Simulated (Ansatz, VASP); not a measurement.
**One calculation of Ag, two programs**

```
Ag
1.0
     2.93000    0.00000    0.00000
    -1.46500    2.53745    0.00000
     0.00000    0.00000    4.79000
Ag
2
Direct
  0.66667 0.33333 0.75000
  0.33333 0.66667 0.25000
```

Alike in both runs: functional PBEsol-based screened hybrid with a share of 0.25 of exact exchange and HFSCREEN = 0.207; k mesh 5 × 5 × 3; occupations fermi-dirac, width 0.05 eV; no spin polarisation.

```csv
,VASP,Ansatz
version,VASP 6.6.1,Ansatz 0.2.0
potentials or method,"VASP PAW PBE potentials, release 64 (Ag)",Ansatz PAW
plane-wave cutoff (eV),520,420
valence electrons in the cell,22,38
task,single point,band structure
```

```csv
,VASP,Ansatz,Ansatz less VASP
gap on the k mesh at the Fermi level (eV),none,none,-
pressure (GPa),-5.6,-5.6,+0.01
"traceless stress, the component that is largest in VASP (GPa)",1.37,1.37,+0.003
```

VASP's potentials were made for PBE, not for PBEsol-based screened hybrid. A gap of «none» marks a metal or a gap that the smearing closes. VASP's potentials hold 22 valence electrons a cell and Ansatz's 38, so a difference there can come from the potentials and not from the codes.

The k mesh is coarse, so the values compare programs but aren't converged.
